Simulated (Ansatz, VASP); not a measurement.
This is a calculation of Fe for VASP 6.6.1.

The input INCAR:

```
SYSTEM = Fe
  PREC = Accurate
  ENCUT = 520
  EDIFF = 1E-6
  ISMEAR = -1
  SIGMA = 0.05
  LREAL = .FALSE.
  LASPH = .TRUE.
  NELM = 150
  ALGO = Normal
  ISIF = 2
  LWAVE = .FALSE.
  LCHARG = .FALSE.
  ISPIN = 2
  MAGMOM = 3.8
  LORBIT = 11
  NUPDOWN = 3.8
  LMAXMIX = 4
  GGA = PE
  NBANDS = 14
```

The input KPOINTS:

```
regular mesh
0
G
  11 11 11
  0 0 0
```

POSCAR

```
Fe
1.0
    0.0000000000      1.9417396906      1.9651051623
    1.4984397099      0.0000000000      1.9651051623
    1.4984397099      1.9417396906      0.0000000000
Fe
1
Direct
    0.0000000000      0.0000000000      0.0000000000
```

Potentials or basis: VASP PAW PBE potentials, release 64 (Fe).

Launch:

```bash
$ cat potpaw_PBE.64/Fe/POTCAR > POTCAR
$ mpirun -np 1 vasp_std > vasp.out
```

Question: Set up the same calculation for Ansatz 0.2.0. Potentials there: Ansatz PAW.

Answer: As run (the cutoff follows the program's own potentials):

Contents of input.yaml:

```yaml
crystal:
  lattice:
    - [0.0, 1.9417396906, 1.9651051623]
    - [1.4984397099, 0.0, 1.9651051623]
    - [1.4984397099, 1.9417396906, 0.0]
  atoms:
    - { symbol: Fe, position: [0.0, 0.0, 0.0], spin: 3.8 }
hamiltonian:
  xc: pbe
  pseudopotentials: { kind: paw }
magnetization:
  spin_polarized: true
  initial_magnetization: 3.8
  spin_locking: { lock_magnetization: hard }
kpoints:
  mp_grid: { grid: [11, 11, 11] }
scf:
  occupations: { method: fermi_dirac, width: 0.05 }
  lower_state_search: "off"
output:
  forces: true
  stress: true
  eigenvalues: true
```

Potentials or basis: Ansatz PAW.

Launch:

```bash
$ ansatz run input.yaml --threads 2 --pin off --max-ram 5632MiB --backend cpu --events-out ev --progress --plain --runs-dir out
```

Both were run:

|  | VASP | Ansatz | Ansatz less VASP |
| --- | --- | --- | --- |
| net moment per atom (μB) | 3.80 | 3.80 | 0.000 |
| size of the moment on the site where the two differ most (μB) | 3.64 | 3.51 | -0.130 |

Site moments also hang on the region over which each program counts them. VASP's potentials hold 8 valence electrons a cell and Ansatz's 16, so a difference there can come from the potentials and not from the codes.
